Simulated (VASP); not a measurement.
A run of VASP 6.6.1 is set up as follows.

Contents of INCAR:

```
SYSTEM = ScTa2N3
ALGO     = Normal         ! electronic algorithm
EDIFF    = 1E-6           ! SCF threshold, eV
ENCUT    = 520            ! plane-wave cutoff, eV
GGA      = PE             ! functional
ISIF     = 2              ! what is computed and relaxed
ISMEAR   = 0              ! smearing method
ISPIN    = 2              ! spin polarisation
LASPH    = .True.         ! aspherical terms in the spheres
LCHARG   = .False.        ! write CHGCAR
LMAXMIX  = 4              ! l up to which the mixer works
LORBIT   = 11             ! projections on sites
LREAL    = .False.        ! projectors in reciprocal space
LWAVE    = .False.        ! write WAVECAR
MAGMOM   = 0 1 1 0 0 0    ! initial moments
NBANDS   = 37             ! bands
NELM     = 150            ! most SCF steps
PREC     = Accurate       ! precision mode
SIGMA    = 0.1            ! smearing width, eV
```

The input KPOINTS:

```
k-points
0
Gamma
  6 6 2
  0 0 0
```

File POSCAR:

```
ScTa2N3
1.0
    2.7510309147      0.0000000000      0.0000000000
    0.0000000000      2.7510309147      0.0000000000
    0.0000000000      0.0000000000      8.2787066525
Sc Ta N
1 2 3
Direct
    0.0000000000      0.0000000000      0.0000000000
    0.0000000000      0.0000000000      0.3339570728
    0.0000000000      0.0000000000      0.6660429272
    0.5000000000      0.5000000000      0.1795749818
    0.5000000000      0.5000000000      0.5000000000
    0.5000000000      0.5000000000      0.8204250182
```

Potentials or basis: VASP PAW PBE potentials, release 64 (Sc_sv, Ta_pv, N).

Command:

```sh
$ cat potpaw_PBE.64/Sc_sv/POTCAR potpaw_PBE.64/Ta_pv/POTCAR potpaw_PBE.64/N/POTCAR > POTCAR
$ mpirun -np 1 vasp_std > vasp.out
```

(1) Estimate the band gap on the k mesh.

(2) Estimate the largest force.

Results:

(1) zero (filled and empty bands overlap).

(2) 0.010 eV/Å.

Caveat: the k points lie up to 0.38 Å⁻¹ apart; spin-orbit coupling is left out, which moves the levels of the heavy elements.
